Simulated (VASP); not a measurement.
Write the native input for VASP 6.6.1 that does the following.

* Task: single point
* Functional: r2SCAN
* Potentials or basis: VASP PAW PBE potentials, release 64 (C)
* Cutoff: 520 eV
* k mesh: 12 × 12 × 12
* Occupations: gaussian, width 0.01 eV
* Spin: no spin polarisation
* Dipole correction: no
* Further INCAR settings: ALGO = Normal; EDIFF = 1e-06; NBANDS = 11

The system is C.

```
C
1.0
     0.01306    1.77538    1.77538
     1.77538    0.01306    1.77538
     1.77538    1.77538    0.01306
C
2
Direct
  0.00007 0.00007 0.00007
  0.24993 0.24993 0.24993
```

This cell differs from its parent crystal: epitaxial 111 strain -1.0%.

One way to write it, as run:

POSCAR

```
C
1.0
    0.0130558426      1.7753787438      1.7753787438
    1.7753787438      0.0130558426      1.7753787438
    1.7753787438      1.7753787438      0.0130558426
C
2
Direct
    0.0000703803      0.0000703803      0.0000703803
    0.2499296197      0.2499296197      0.2499296197
```

INCAR.step1

```
SYSTEM = C
PREC     = Accurate       ! precision mode
ENCUT    = 520            ! plane-wave cutoff, eV
ISMEAR   = 0              ! smearing method
SIGMA    = 0.01           ! smearing width, eV
LREAL    = .FALSE.        ! projectors in reciprocal space
LASPH    = .TRUE.         ! aspherical terms in the spheres
NELM     = 60             ! most SCF steps
NBANDS   = 11             ! bands
GGA      = PE             ! functional
ALGO     = Normal         ! electronic algorithm
EDIFF    = 1E-4           ! SCF threshold, eV
LWAVE    = .TRUE.         ! write WAVECAR
LCHARG   = .FALSE.        ! write CHGCAR
```

INCAR.step2

```
SYSTEM = C
PREC     = Accurate       ! precision mode
ENCUT    = 520            ! plane-wave cutoff, eV
EDIFF    = 1E-6           ! SCF threshold, eV
ISMEAR   = 0              ! smearing method
SIGMA    = 0.01           ! smearing width, eV
LREAL    = .FALSE.        ! projectors in reciprocal space
LASPH    = .TRUE.         ! aspherical terms in the spheres
NELM     = 60             ! most SCF steps
ALGO     = Normal         ! electronic algorithm
ISIF     = 2              ! what is computed and relaxed
LWAVE    = .FALSE.        ! write WAVECAR
LCHARG   = .TRUE.         ! write CHGCAR
METAGGA  = R2SCAN         ! meta-GGA
LMIXTAU  = .TRUE.       
LELF     = .TRUE.         ! ELF
LVHAR    = .TRUE.       
NBANDS   = 11             ! bands
ISTART   = 1
```

KPOINTS

```
Automatic mesh
0
G
  12 12 12
  0 0 0
```

Potentials or basis: VASP PAW PBE potentials, release 64 (C).

Launch:

```bash
$ cat potpaw_PBE.64/C/POTCAR > POTCAR
$ cp INCAR.step1 INCAR
$ mpirun -np 1 vasp_std > vasp.out
$ cp INCAR.step2 INCAR
$ mpirun -np 1 vasp_std > vasp.out
```

It gave:

The pressure is 10.2 GPa. The largest force is 0.005 eV/Å. The band gap on the k mesh is 4.39 eV, indirect (least direct gap 5.66 eV).

Caveat: the cell differs from its parent crystal (epitaxial 111 strain -1.0%); the PAW data sets were made with another functional, which shifts forces and pressure a little.

Wall time 84 s on 1 thread of AMD EPYC 9R45 (Zen 5), with other jobs on the host, peak memory 0.1 GiB.
